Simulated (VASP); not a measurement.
# Al (P6_3/mmc) in VASP: further runs, part 3 of 3

VASP 6.6.1. The steps go on from the part before.

## (4) Relaxation of cell and atoms, r2SCAN, target pressure 10 GPa, at which the enthalpy is minimised

POSCAR reads:

```
Al
1.0
    2.8600000000      0.0000000000      0.0000000000
   -1.4300000000      2.4768326548      0.0000000000
    0.0000000000      0.0000000000      4.6703800000
Al
2
Direct
    0.3333333333      0.6666666667      0.2500000000
    0.6666666667      0.3333333333      0.7500000000
```

INCAR.step1 reads:

```
SYSTEM = Al
PREC = Accurate
ENCUT = 600
ISMEAR = 0
SIGMA = 0.05
LREAL = .False.
LASPH = .True.
NELM = 60
GGA = PE
ALGO = Normal
EDIFF = 1E-4
LWAVE = .True.
LCHARG = .False.
```

INCAR.step2 reads:

```
SYSTEM = Al
PREC = Accurate
ENCUT = 600
EDIFF = 1E-7
ISMEAR = 0
SIGMA = 0.05
LREAL = .False.
LASPH = .True.
NELM = 60
ALGO = Normal
ISIF = 3
LWAVE = .False.
LCHARG = .False.
METAGGA = R2SCAN
LMIXTAU = .True.
IBRION = 2
NSW = 80
EDIFFG = -0.02
PSTRESS = 100.0
ISTART = 1
```

KPOINTS reads:

```
Automatic mesh
0
Gamma
  19 19 10
  0 0 0
```

Potentials or basis: VASP PAW PBE potentials, release 64 (Al).

Started as:

```bash
cat potpaw_PBE.64/Al/POTCAR > POTCAR
cp INCAR.step1 INCAR
mpirun -np 1 vasp_std > vasp.out
cp INCAR.step2 INCAR
mpirun -np 1 vasp_std > vasp.out
```

OUTCAR:

```text
SYSTEM = Al
   PREC = Accurate
   ENCUT = 600
   EDIFF = 1E-7
   ISMEAR = 0
   LREAL = .False.
   LASPH = .True.
   NELM = 60
   ISIF = 3
   METAGGA = R2SCAN
   IBRION = 2
   NSW = 80
   EDIFFG = -0.02
   PSTRESS = 100.0
   ISTART = 1

 ion  position               nearest neighbor table
   1  0.333  0.667  0.250-   2 2.86   2 2.86   2 2.86   2 2.86   2 2.86   2 2.86
   2  0.667  0.333  0.750-   1 2.86   1 2.86   1 2.86   1 2.86   1 2.86   1 2.86

  LATTYP: Found a hexagonal cell.
 ALAT       =     2.8600000000
 C/A-ratio  =     1.6330000000

  Lattice vectors:

 A1 = (   2.8600000000,   0.0000000000,   0.0000000000)
 A2 = (  -1.4300000000,   2.4768326548,   0.0000000000)
 A3 = (   0.0000000000,   0.0000000000,   4.6703800000)

Analysis of symmetry for initial positions (statically):
=====================================================================
 Subroutine PRICEL returns:
 Original cell was already a primitive cell.

[... 216 lines left out ...]
 cond. band min:      10.2836572357   @ k =   0.4737   0.0526   0.1000
 fundamental gap:      0.0143930767
 Fermi energy:        10.2700067171

 k-point     1 :       0.0000    0.0000    0.0000
  band No.  band energies     occupation
      1      -3.0749      2.00000
      2       4.3967      2.00000
      3       5.3941      2.00000
      4      23.0802      0.00000
      5      23.0802      0.00000
      6      23.3880      0.00000
      7      23.3880      0.00000
[... 267 lines left out ...]
--------------------------------------- Ionic step        3  -------------------------------------------

 number of electron       6.0000000 magnetization

 Free energy of the ion-electron system (eV)
  ---------------------------------------------------
  ext. energy  EPLUGINS =         0.00000000
  ---------------------------------------------------
  free energy    TOTEN  =       -13.31633428 eV

  energy without entropy =      -13.31549276  energy(sigma->0) =      -13.31591352

 E-fermi :   9.4181     XC(G=0): -11.3884

 val. band max:        9.4018461912   @ k =   0.0526  -0.0000   0.3000
 cond. band min:       9.4215735061   @ k =   0.3158   0.1053   0.5000
 fundamental gap:      0.0197273149
 Fermi energy:         9.4181481030

 k-point     1 :       0.0000    0.0000    0.0000
  band No.  band energies     occupation
      1      -3.3713      2.00000
      2       3.8609      2.00000
      3       4.6654      2.00000
      4      21.7907      0.00000
      5      21.7907      0.00000
      6      21.8629      0.00000
      7      21.8629      0.00000
[... 263 lines left out ...]
  energy  without entropy=      -13.3154927620  energy(sigma->0) =      -13.31591352

  enthalpy is  TOTEN    =       -11.5013819489 eV   P V=        1.8149523270

 reached required accuracy - stopping structural energy minimisation
```

OUTCAR.step1:

```text
SYSTEM = Al
   PREC = Accurate
   ENCUT = 600
   ISMEAR = 0
   LREAL = .False.
   LASPH = .True.
[... 465 lines left out ...]
     -0.00000      1.65122      1.16759         0.000000      0.000000      0.000000
      1.43000      0.82561      3.50278        -0.000000     -0.000000      0.000000
 -----------------------------------------------------------------------------------
    total drift:                                0.000000     -0.000000      0.000000

  FREE ENERGIE OF THE ION-ELECTRON SYSTEM (eV)
  ---------------------------------------------------
  free  energy   TOTEN  =        -7.4233068904 eV

  energy  without entropy=       -7.4218033189  energy(sigma->0) =       -7.42255510
```

OSZICAR.step1:

```text
N       E                     dE             d eps       ncg     rms          rms(c)
DAV:   1     0.103069498018E+01    0.10307E+01   -0.25438E+03  3360   0.757E+02
DAV:   2    -0.737661468230E+01   -0.84073E+01   -0.79942E+01  4438   0.544E+01
DAV:   3    -0.747135315035E+01   -0.94738E-01   -0.94249E-01  4865   0.717E+00
DAV:   4    -0.747176105345E+01   -0.40790E-03   -0.40787E-03  4620   0.418E-01
DAV:   5    -0.747176225042E+01   -0.11970E-05   -0.11969E-05  4844   0.198E-02    0.180E+00
DAV:   6    -0.744344827076E+01    0.28314E-01   -0.34687E-03  4214   0.453E-01    0.104E+00
DAV:   7    -0.742339168015E+01    0.20057E-01   -0.99233E-03  3976   0.711E-01    0.175E-01
DAV:   8    -0.742330689039E+01    0.84790E-04   -0.76368E-05  4977   0.731E-02
   1 F= -.74233069E+01 E0= -.74225551E+01  d E =-.150357E-02
```

Wall time 5.6 min (1 thread of Oxide Virtual Turin-like, shared host); peak memory 0.17 GiB.

What came out:

* Free energy: -13.3163 eV
* Relaxed volume: 14.54 Å³/atom
* Relaxed cell: a = 2.739 Å, b = 2.739 Å, c = 4.477 Å, α = 90.00°, β = 90.00°, γ = 120.00°
* Space group after relaxing (to 0.1 Å): P6_3/mmc (No. 194)
* Energy change on relaxing (the run minimises the enthalpy): +33.8 meV/atom
* Ionic steps: 3
* Pressure after relaxing: 10.0 GPa
* Band gap on the k mesh: zero (bands 3 and 4 overlap by 8.13 eV)

Step by step:
```
step  energy change (eV)  largest force (eV/Å)  pressure (GPa)  volume (Å³)
   1              0.0000                0.0000           -3.04        33.08
   2              0.2587                0.0000           20.83        27.05
   3              0.0676                0.0000            9.97        29.08
```

Final structure:
```cif
data_structure
_symmetry_space_group_name_H-M 'P 1'
_symmetry_Int_Tables_number 1
_cell_length_a 2.7386
_cell_length_b 2.7386
_cell_length_c 4.4770
_cell_angle_alpha 90.000
_cell_angle_beta 90.000
_cell_angle_gamma 120.000
_cell_volume 29.08
loop_
_atom_site_label
_atom_site_type_symbol
_atom_site_fract_x
_atom_site_fract_y
_atom_site_fract_z
_atom_site_occupancy
Al1 Al 0.33333 0.66667 0.25000 1
Al2 Al 0.66667 0.33333 0.75000 1
```

Caveat: the cell is relaxed towards a set pressure, so the run minimises the enthalpy, not the energy; the PAW data sets were made with another functional, which shifts forces and pressure a little.

## (5) Relaxation of cell and atoms, r2SCAN, target pressure 20 GPa, at which the enthalpy is minimised

POSCAR is that of step 4.

INCAR.step1 reads:

```
SYSTEM = Al
  PREC = Accurate
  ENCUT = 600
  ISMEAR = 0
  SIGMA = 0.05
  LREAL = .False.
  LASPH = .True.
  NELM = 100
  GGA = PE
  ALGO = Normal
  EDIFF = 1E-4
  LWAVE = .True.
  LCHARG = .False.
```

INCAR.step2 reads:

```
SYSTEM = Al
  PREC = Accurate
  ENCUT = 600
  EDIFF = 1E-6
  ISMEAR = 0
  SIGMA = 0.05
  LREAL = .False.
  LASPH = .True.
  NELM = 100
  ALGO = Normal
  ISIF = 3
  LWAVE = .False.
  LCHARG = .False.
  METAGGA = R2SCAN
  LMIXTAU = .True.
  IBRION = 2
  NSW = 80
  EDIFFG = -0.02
  PSTRESS = 200.0
  ISTART = 1
```

KPOINTS reads:

```
regular mesh
0
Gamma
  19 19 10
  0 0 0
```

Started as:

```bash
cat potpaw_PBE.64/Al/POTCAR > POTCAR
cp INCAR.step1 INCAR
mpirun -np 1 vasp_std > vasp.out
cp INCAR.step2 INCAR
mpirun -np 1 vasp_std > vasp.out
```

Run time: 13 min. Hardware: 1 thread of Oxide Virtual Turin-like, shared host; peak memory 0.18 GiB.

The run converged. Its results:

```yaml
Free_energy: -13.1438 eV
Relaxed_volume: 13.60 Å³/atom
Relaxed_cell: a = 2.677 Å, b = 2.677 Å, c = 4.382 Å, α = 90.00°, β = 90.00°, γ = 120.00°
Space_group_after_relaxing_to_0.1_Å: P6_3/mmc (No. 194)
Energy_change_on_relaxing_the_run_minimises_the_enthalpy: +120.1 meV/atom
Ionic_steps: 8
Pressure_after_relaxing: 19.9 GPa
Band_gap_on_the_k_mesh: zero (bands 3 and 4 overlap by 8.33 eV)
```

Stress tensor (GPa, compression positive):
```
19.79  0.00  0.00
 0.00 19.79  0.00
 0.00  0.00 20.18
```

The path:
| step | energy change (eV) | largest force (eV/Å) | pressure (GPa) | volume (Å³) |
| --- | --- | --- | --- | --- |
| 1 | 0.0000 | 0.0000 | -3.04 | 33.08 |
| 2 | 1.2145 | 0.0000 | 58.30 | 22.95 |
| 3 | 0.2248 | 0.0000 | 19.13 | 27.32 |
| 4 | 0.2396 | 0.0000 | 19.87 | 27.20 |
| 5 | 0.2535 | 0.0000 | 20.56 | 27.09 |
| 6 | 0.2320 | 0.0000 | 19.53 | 27.26 |
| 7 | 0.2394 | 0.0000 | 19.88 | 27.20 |
| 8 | 0.2401 | 0.0000 | 19.92 | 27.19 |

Final structure:
```
Al
1.0
     2.67697    0.00000    0.00000
    -1.33849    2.31833    0.00000
     0.00000    0.00000    4.38159
Al
2
Direct
  0.33333 0.66667 0.25000
  0.66667 0.33333 0.75000
```

Levels at points of the mesh, in eV from the Fermi level:
| k point | band 1 | band 2 | band 3 | band 4 | band 5 | band 6 | band 7 |
| --- | --- | --- | --- | --- | --- | --- | --- |
| (0.00, 0.00, 0.00) | -13.31 | -5.86 | -4.88 | 12.78 | 12.78 | 13.08 | 13.08 |
| (0.00, 0.00, 0.50) | -11.28 | -11.28 | 4.01 | 4.01 | 13.71 | 13.71 | 13.71 |

Caveat: the cell is relaxed towards a set pressure, so the run minimises the enthalpy, not the energy; the volume moved by over 15 % at a fixed basis, so the end points are rough; the PAW data sets were made with another functional, which shifts forces and pressure a little.

## (6) Summary

```tsv
cell	gap on the mesh (eV)	pressure (GPa)
relaxed	none	0.0
relaxed to 5 GPa	none	5.1
relaxed to 10 GPa	none	10.0
relaxed to 20 GPa	none	19.9
```

Alike in all rows: task relaxation of cell and atoms; level r2SCAN; potentials or basis VASP PAW PBE potentials, release 64 (Al); no spin polarisation; k mesh 19 × 19 × 10; cutoff (eV) 600; smearing gaussian 0.05 eV.

Caveats: the PAW data sets were made with another functional, which shifts forces and pressure a little; the cell is relaxed towards a set pressure, so the run minimises the enthalpy, not the energy (at least some runs); the volume moved by over 15 % at a fixed basis, so the end points are rough (at least some runs).

Total energies depend on the potentials used, so only differences within one code and one set of settings carry meaning.

The gap in the log of VASP goes by the Fermi energy; the results here count the filled bands.